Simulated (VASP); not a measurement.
# Bi2Se3 (R-3m) in VASP: further runs

The runs below take Bi2Se3 through electric field gradients, with PBE.

Everything below comes from runs of VASP 6.6.1. Logs are shortened: lines on timing, memory, paths and dates and some standing lists are left out, and cuts for length are marked.

**1. The cell of the first run**

Symmetry: R-3m, No. 166, trigonal system. Conventional cell: a = 4.224 Å, b = 4.224 Å, c = 29.198 Å, α = 90.00°, β = 90.00°, γ = 120.00°. Bi (site symmetry 3m) has 6 Se at 2.91 to 3.14 Å within 3.8 Å. Within 4.4 Å of Se (site symmetry -3m) lie 6 Bi at 3.14 Å and 12 Se at 4.22 to 4.31 Å. Se (site symmetry 3m) has 3 Bi at 2.91 Å and 3 Se at 3.59 Å within 3.8 Å.

**2. Electric field gradients, PBE (30.08 Å³/atom)**

INCAR

```
SYSTEM = Bi2Se3
PREC = Accurate ; ENCUT = 520
EDIFF = 1E-8 ; ISMEAR = -1
SIGMA = 0.03 ; LREAL = .False.
LASPH = .True. ; NELM = 60
ALGO = Normal ; ISIF = 2
LWAVE = .False. ; LCHARG = .False.
GGA = PE ; LEFG = .True.
NBANDS = 32
```

KPOINTS

```
Automatic mesh
0
Gamma
  6 6 6
  0 0 0
```

POSCAR

```
Bi2Se3
1.0
    2.1121272447      1.2194372332      9.7325408622
   -2.1121272447      1.2194372332      9.7325408622
    0.0000000000     -2.4388744666      9.7325408622
Bi Se
2 3
Direct
    0.4008000000      0.4008000000      0.4008000000
    0.5992000000      0.5992000000      0.5992000000
    0.0000000000      0.0000000000      0.0000000000
    0.2117000000      0.2117000000      0.2117000000
    0.7883000000      0.7883000000      0.7883000000
```

Potentials or basis: VASP PAW PBE potentials, release 64 (Bi_d, Se).

Run with:

```
$ cat potpaw_PBE.64/Bi_d/POTCAR potpaw_PBE.64/Se/POTCAR > POTCAR
$ mpirun -np 1 vasp_std > vasp.out
```

OUTCAR:

```text
SYSTEM = Bi2Se3
   PREC = Accurate
   ENCUT = 520
   EDIFF = 1E-8
   ISMEAR = -1
   LREAL = .False.
   LASPH = .True.
   NELM = 60
   ISIF = 2
   GGA = PE

 ion  position               nearest neighbor table
   1  0.401  0.401  0.401-   5 2.91   5 2.91   5 2.91   3 3.14   3 3.14   3 3.14
   2  0.599  0.599  0.599-   4 2.91   4 2.91   4 2.91   3 3.14   3 3.14   3 3.14
   3  0.000  0.000  0.000-   2 3.14   1 3.14   2 3.14   2 3.14   1 3.14   1 3.14
   4  0.212  0.212  0.212-   2 2.91   2 2.91   2 2.91
   5  0.788  0.788  0.788-   1 2.91   1 2.91   1 2.91

  LATTYP: Found a trigonal (rhomboedric) cell.
 ALAT       =    10.0334670128
 COS(alpha) =     0.9113725817

  Lattice vectors:

 A1 = (   2.1121272447,   1.2194372332,   9.7325408622)
 A2 = (  -2.1121272447,   1.2194372332,   9.7325408622)
 A3 = (   0.0000000000,  -2.4388744666,   9.7325408622)

Analysis of symmetry for initial positions (statically):
=====================================================================
 Subroutine PRICEL returns:
 Original cell was already a primitive cell.

 Routine SETGRP: Setting up the symmetry group for a
 trigonal (rhombohedral) supercell.

 Subroutine GETGRP returns: Found 12 space group operations
 (whereof 12 operations were pure point group operations)
 out of a pool of 12 trial point group operations.

The static configuration has the point symmetry D_3d.

Analysis of symmetry for dynamics (positions and initial velocities):
=====================================================================
 Subroutine PRICEL returns:
 Original cell was already a primitive cell.

 Routine SETGRP: Setting up the symmetry group for a
 trigonal (rhombohedral) supercell.

 Subroutine GETGRP returns: Found 12 space group operations
 (whereof 12 operations were pure point group operations)
 out of a pool of 12 trial point group operations.

The dynamic configuration has the point symmetry D_3d.

 Subroutine INISYM returns: Found 12 space group operations
 (whereof 12 operations are pure point group operations),
 and found     1 'primitive' translations

----------------------------------------------------------------------------------------

                                     Primitive cell

  volume of cell :     150.4032

  direct lattice vectors                    reciprocal lattice vectors
     2.112127245  1.219437233  9.732540862     0.236728162  0.136675068  0.034249364
    -2.112127245  1.219437233  9.732540862    -0.236728162  0.136675068  0.034249364
     0.000000000 -2.438874467  9.732540862     0.000000000 -0.273350136  0.034249364

  length of vectors
    10.033467013 10.033467013 10.033467013     0.275487415  0.275487415  0.275487415

  position of ions in fractional coordinates (direct lattice)
     0.400800000  0.400800000  0.400800000
     0.599200000  0.599200000  0.599200000
     0.000000000  0.000000000  0.000000000
     0.211700000  0.211700000  0.211700000
     0.788300000  0.788300000  0.788300000

  ion indices of the primitive-cell ions
   primitive index   ion index
                 1           1
                 2           2
                 3           3
                 4           4
                 5           5

----------------------------------------------------------------------------------------

 KPOINTS: Automatic mesh

Automatic generation of k-mesh.
 Grid dimensions read from file:
 generate k-points for:    6    6    6

 Generating k-lattice:

  Cartesian coordinates                     Fractional coordinates (reciprocal lattice)
     0.039454694  0.022779178  0.005708227     0.166666667  0.000000000  0.000000000
[... 47 lines left out ...]
   NGX,Y,Z   is equivalent  to a cutoff of  13.26, 13.26, 13.26 a.u.
   NGXF,Y,Z  is equivalent  to a cutoff of  26.51, 26.51, 26.51 a.u.
 SYSTEM =  Bi2Se3
   PREC   = accura    normal or accurate (medium, high low for compatibility)
   ISTART =      0    job   : 0-new  1-cont  2-samecut
   ICHARG =      2    charge: 1-file 2-atom 10-const
   ISPIN  =      1    spin polarized calculation?
   LNONCOLLINEAR =      F non collinear calculations
   LSORBIT =      F    spin-orbit coupling
   LASPH  =      T    aspherical Exc in radial PAW
   ENCUT  =  520.0 eV  38.22 Ry    6.18 a.u.  18.66 18.66 18.66*2*pi/ulx,y,z
   NELM   =     60;   NELMIN=  2; NELMDL= -5     # of ELM steps
   EDIFF  = 0.1E-07   stopping-criterion for ELM
   LREAL  =      F    real-space projection
   EDIFFG = 0.1E-06   stopping-criterion for IOM
   NSW    =      0    number of steps for IOM
   IBRION =     -1    ionic relax: 0-MD 1-quasi-New 2-CG
   NFREE  =      0    steps in history (QN), initial steepest desc. (CG)
   ISIF   =      2    stress and relaxation
   ISYM   =      2    0-nonsym 1-usesym 2-fastsym
   POTIM  = 0.5000    time-step for ionic-motion
   TEBEG  =    0.0;   TEEND  =   0.0 temperature during run
   PSTRESS=    0.0 pullay stress
   NELECT =      48.0000    total number of electrons
   NUPDOWN=      -1.0000    fix difference up-down
   EMIN   =  10.00;   EMAX   =-10.00  energy-range for DOS
   EFERMI =   0.00;   METHOD = LEGACY
   ISMEAR =    -1;   SIGMA  =   0.03  broadening in eV -4-tet -1-fermi 0-gaus
   EFERMI_NEDOS =   21; number of points for ismear=-14 and -15
   IALGO  =     38    algorithm
   IMIX   =      4    mixing-type and parameters
     AMIX     =   0.40;   BMIX     =  1.00
     AMIX_MAG =   1.60;   BMIX_MAG =  1.00
  volume/ion in A,a.u.               =      30.08       202.99
  Fermi-wavevector in a.u.,A,eV,Ry     =   1.118758  2.114146 17.029323  1.251620
  Thomas-Fermi vector in A             =   2.255392
   LORBIT       =      0    0 simple, 1 ext, 2 COOP (PROOUT), +10 PAW based schemes
   GGA     = PE    functional components
   LHFCALC =     F    Hartree Fock is set to
   AEXX    =    0.0000 exact exchange contribution
   IVDW    =     0    specifies the selected vdW correction
   LEPSILON=     F    determine dielectric tensor
   LRPA    =     F    only Hartree local field effects (RPA)
 non-spin polarized calculation
  energy-cutoff  :      520.00
  volume of cell :      150.40
 maximum number of plane-waves:      4069
 NGX is ok and might be reduce to    80
   NGX = 37   NGY = 37   NGZ = 37

 number of electron      48.0000003 magnetization

 Free energy of the ion-electron system (eV)
  ---------------------------------------------------
  ext. energy  EPLUGINS =         0.00000000
  ---------------------------------------------------
  free energy    TOTEN  =       -20.19568949 eV

  energy without entropy =      -20.19564983  energy(sigma->0) =      -20.19566966

 E-fermi :   4.3926     XC(G=0):  -9.2338

 val. band max:        4.2627452875   @ k =   0.0000   0.0000   0.0000
 cond. band min:       4.5223823579   @ k =   0.0000   0.0000   0.0000
 fundamental gap:      0.2596370704
 Fermi energy:         4.3925998123

 k-point     1 :       0.0000    0.0000    0.0000
  band No.  band energies     occupation
      1     -18.7797      2.00000
      2     -18.7797      2.00000
      3     -18.7787      2.00000
      4     -18.7787      2.00000
      5     -18.7764      2.00000
      6     -18.7744      2.00000
[... 829 lines left out ...]
     31       9.1359      0.00000
     32      10.8349      0.00000

 [... further k-points ...]

------------------------ aborting loop because EDIFF is reached ----------------------------------------

  FORCE on cell =-STRESS in cart. coord.  units (eV):
  Direction    XX          YY          ZZ          XY          YZ          ZX
  --------------------------------------------------------------------------------------
  -------------------------------------------------------------------------------------
  Total       -0.9228800     -0.9228800     -0.8196133      0.0000000      0.0000000      0.0000000
  in kB       -9.8310254     -9.8310254     -8.7309709      0.0000000      0.0000000      0.0000000
  external PRESSURE =      -9.4643406 kB  Pullay stress =       0.0000000 kB

 VOLUME and BASIS-vectors are now :
 -----------------------------------------------------------------------------
  energy-cutoff  :      520.00
  volume of cell :      150.40
      direct lattice vectors                 reciprocal lattice vectors
     2.112127245  1.219437233  9.732540862     0.236728162  0.136675068  0.034249364
    -2.112127245  1.219437233  9.732540862    -0.236728162  0.136675068  0.034249364
     0.000000000 -2.438874467  9.732540862     0.000000000 -0.273350136  0.034249364

 POSITION                                       TOTAL-FORCE (eV/Angst)
 -----------------------------------------------------------------------------------
      0.00000     -0.00000     11.70241         0.000000      0.000000     -0.019771
      0.00000     -0.00000     17.49522         0.000000     -0.000000      0.019771
      0.00000      0.00000      0.00000         0.000000      0.000000      0.000000
      0.00000     -0.00000      6.18114         0.000000     -0.000000      0.237670
      0.00000     -0.00000     23.01649         0.000000      0.000000     -0.237670
 -----------------------------------------------------------------------------------
    total drift:                                0.000000      0.000000     -0.000000

  FREE ENERGIE OF THE ION-ELECTRON SYSTEM (eV)
  ---------------------------------------------------
  free  energy   TOTEN  =       -20.1956894851 eV

  energy  without entropy=      -20.1956498311  energy(sigma->0) =      -20.19566966

 Electric field gradients (V/A^2)
---------------------------------------------------------------------
 ion       V_xx      V_yy      V_zz      V_xy      V_xz      V_yz
---------------------------------------------------------------------
   1      -2.904    -2.904     5.809    -0.000    -0.000     0.000
   2      -2.904    -2.904     5.809    -0.000     0.000     0.000
   3     -36.526   -36.526    73.051     0.000     0.000     0.000
   4       6.706     6.706   -13.412    -0.000    -0.000     0.000
   5       6.706     6.706   -13.412     0.000     0.000     0.000
---------------------------------------------------------------------

 Electric field gradients after diagonalization (V/A^2)
 (convention: |V_zz| > |V_xx| > |V_yy|)
----------------------------------------------------------------------
 ion       V_xx      V_yy      V_zz     asymmetry (V_yy - V_xx)/ V_zz
----------------------------------------------------------------------
   1      -2.904    -2.904     5.809       0.000
   2      -2.904    -2.904     5.809       0.000
   3     -36.526   -36.526    73.051       0.000
   4       6.706     6.706   -13.412       0.000
   5       6.706     6.706   -13.412       0.000
----------------------------------------------------------------------

           NMR quadrupolar parameters

 Cq : quadrupolar parameter    Cq=e*Q*V_zz/h
 eta: asymmetry parameters     (V_yy - V_xx)/ V_zz
 Q  : nuclear electric quadrupole moment in mb (millibarn)
----------------------------------------------------------------------
 ion       Cq(MHz)       eta       Q (mb)
----------------------------------------------------------------------
   1       0.014       0.000       1.000
   2       0.014       0.000       1.000
   3       0.177       0.000       1.000
   4      -0.032       0.000       1.000
   5      -0.032       0.000       1.000
----------------------------------------------------------------------
```

Wall time 9.9 min (1 thread of Intel Xeon Platinum 8488C (Sapphire Rapids), shared host); peak memory 0.94 GiB.

Results:

```
Free energy                             : -20.1957 eV
Pressure                                : -0.9 GPa
Largest force                           : 0.238 eV/Å
Band gap on the k mesh                  : 0.26 eV
Largest electric field gradient by atom : Bi +5.8; Se +73.1, -13.4 (each value once) V/Å²
```

Forces in eV/Å, atoms in the order of the input:
```
Bi   0.000  0.000 -0.020
Bi   0.000  0.000  0.020
Se   0.000  0.000  0.000
Se   0.000  0.000  0.238
Se   0.000  0.000 -0.238
```

Levels at points of the mesh, in eV from the valence-band top:
```csv
k point,band 21,band 22,band 23,band 24,band 25,band 26,band 27,band 28
"(0.00, 0.00, 0.00)",-1.66,-1.04,-1.04,0.00,0.26,1.45,1.45,2.13
"(0.50, 0.00, 0.00)",-2.73,-1.91,-1.06,-0.50,0.90,1.95,2.98,3.04
"(0.50, 0.50, 0.00)",-1.73,-1.68,-1.42,-0.90,1.39,1.99,2.54,2.91
"(0.50, 0.50, 0.50)",-1.45,-1.19,-1.19,-0.42,0.68,1.73,1.73,2.01
```

Electric field gradients, principal values (V/Å²):
```tsv
atom	least	middle	greatest (by size)
1 Bi	-2.904	-2.904	5.809
2 Bi	-2.904	-2.904	5.809
3 Se	-36.526	-36.526	73.051
4 Se	6.706	6.706	-13.412
5 Se	6.706	6.706	-13.412
```

Caveat: without QUAD_EFG the Cq values of the log hold for a quadrupole moment of 1 mb, not for the nuclei; spin-orbit coupling is left out, which moves the levels of the heavy elements. A k mesh can miss the band edges.

**3. Electric field gradients, PBE (30.08 Å³/atom)**

INCAR

```
  ALGO = Normal
  EDIFF = 1E-8
  ENCUT = 520
  GGA = PE
  ISIF = 2
  ISMEAR = -1
  LASPH = True
  LCHARG = False
  LEFG = True
  LREAL = False
  LWAVE = False
  NBANDS = 32
  NELM = 100
  PREC = Accurate
  SIGMA = 0.03
```

KPOINTS

```
k-points
0
Gamma
  6 6 6
```

POSCAR is that of step 2.

Potentials or basis: VASP PAW PBE potentials, release 64 (Bi_d, Se).

Run with:

```
$ cat potpaw_PBE.64/Bi_d/POTCAR potpaw_PBE.64/Se/POTCAR > POTCAR
$ mpirun -np 1 vasp_std > vasp.out
```

OUTCAR:

```text
EDIFF = 1E-8
   ENCUT = 520
   GGA = PE
   ISIF = 2
   ISMEAR = -1
   LASPH = True
   LREAL = False
   NELM = 100
   PREC = Accurate

 ion  position               nearest neighbor table
   1  0.401  0.401  0.401-   5 2.91   5 2.91   5 2.91   3 3.14   3 3.14   3 3.14
   2  0.599  0.599  0.599-   4 2.91   4 2.91   4 2.91   3 3.14   3 3.14   3 3.14
   3  0.000  0.000  0.000-   2 3.14   1 3.14   2 3.14   2 3.14   1 3.14   1 3.14
   4  0.212  0.212  0.212-   2 2.91   2 2.91   2 2.91
   5  0.788  0.788  0.788-   1 2.91   1 2.91   1 2.91

  LATTYP: Found a trigonal (rhomboedric) cell.
 ALAT       =    10.0334670128
 COS(alpha) =     0.9113725817

  Lattice vectors:

 A1 = (   2.1121272447,   1.2194372332,   9.7325408622)
 A2 = (  -2.1121272447,   1.2194372332,   9.7325408622)
 A3 = (   0.0000000000,  -2.4388744666,   9.7325408622)

Analysis of symmetry for initial positions (statically):
=====================================================================
 Subroutine PRICEL returns:
 Original cell was already a primitive cell.

 Routine SETGRP: Setting up the symmetry group for a
[... 1048 lines left out ...]
      0.00000     -0.00000     23.01649         0.000000      0.000000     -0.237670
 -----------------------------------------------------------------------------------
    total drift:                                0.000000      0.000000     -0.000000

  FREE ENERGIE OF THE ION-ELECTRON SYSTEM (eV)
  ---------------------------------------------------
  free  energy   TOTEN  =       -20.1956894851 eV

  energy  without entropy=      -20.1956498311  energy(sigma->0) =      -20.19566966

 Electric field gradients (V/A^2)
---------------------------------------------------------------------
 ion       V_xx      V_yy      V_zz      V_xy      V_xz      V_yz
---------------------------------------------------------------------
   1      -2.904    -2.904     5.809    -0.000    -0.000     0.000
   2      -2.904    -2.904     5.809    -0.000     0.000     0.000
   3     -36.526   -36.526    73.051     0.000     0.000     0.000
   4       6.706     6.706   -13.412    -0.000    -0.000     0.000
   5       6.706     6.706   -13.412     0.000     0.000     0.000
---------------------------------------------------------------------

 Electric field gradients after diagonalization (V/A^2)
 (convention: |V_zz| > |V_xx| > |V_yy|)
----------------------------------------------------------------------
 ion       V_xx      V_yy      V_zz     asymmetry (V_yy - V_xx)/ V_zz
----------------------------------------------------------------------
   1      -2.904    -2.904     5.809       0.000
   2      -2.904    -2.904     5.809       0.000
   3     -36.526   -36.526    73.051       0.000
   4       6.706     6.706   -13.412       0.000
   5       6.706     6.706   -13.412       0.000
----------------------------------------------------------------------

           NMR quadrupolar parameters

 Cq : quadrupolar parameter    Cq=e*Q*V_zz/h
 eta: asymmetry parameters     (V_yy - V_xx)/ V_zz
 Q  : nuclear electric quadrupole moment in mb (millibarn)
----------------------------------------------------------------------
 ion       Cq(MHz)       eta       Q (mb)
----------------------------------------------------------------------
   1       0.014       0.000       1.000
   2       0.014       0.000       1.000
   3       0.177       0.000       1.000
   4      -0.032       0.000       1.000
   5      -0.032       0.000       1.000
----------------------------------------------------------------------
```

stdout:

```text
POSCAR found type information on POSCAR BiSe
 POSCAR found :  2 types and       5 ions
 scaLAPACK will be used
 LDA part: xc-table for (Slater+PW92), standard interpolation
 POSCAR, INCAR and KPOINTS ok, starting setup
 FFT: planning ... GRIDC
 FFT: planning ... GRID_SOFT
 FFT: planning ... GRID
 WAVECAR not read
 entering main loop
ion   1

ion   2

ion   3

ion   4

ion   5
```

It took 11 min on 1 thread of Intel Xeon Platinum 8488C (Sapphire Rapids), shared host; peak memory 0.92 GiB.

What came out:

| Quantity | Value |
| --- | --- |
| Free energy | -20.1957 eV |
| Pressure | -0.9 GPa |
| Largest force | 0.238 eV/Å |
| Band gap on the k mesh | 0.26 eV |
| Largest electric field gradient by atom | Bi +5.8; Se +73.1, -13.4 (each value once) V/Å² |

Forces on the atoms (eV/Å):
```
Bi   0.000  0.000 -0.020
Bi   0.000  0.000  0.020
Se   0.000  0.000  0.000
Se   0.000  0.000  0.238
Se   0.000  0.000 -0.238
```

Stress tensor (GPa, compression positive):
```
-0.98  0.00  0.00
 0.00 -0.98  0.00
 0.00  0.00 -0.87
```

Electric field gradients, principal values (V/Å²):
| atom | least | middle | greatest (by size) |
| --- | --- | --- | --- |
| 1 Bi | -2.904 | -2.904 | 5.809 |
| 2 Bi | -2.904 | -2.904 | 5.809 |
| 3 Se | -36.526 | -36.526 | 73.051 |
| 4 Se | 6.706 | 6.706 | -13.412 |
| 5 Se | 6.706 | 6.706 | -13.412 |

Caveat: without QUAD_EFG the Cq values of the log hold for a quadrupole moment of 1 mb, not for the nuclei; spin-orbit coupling is left out, which moves the levels of the heavy elements. A k mesh can miss the band edges.
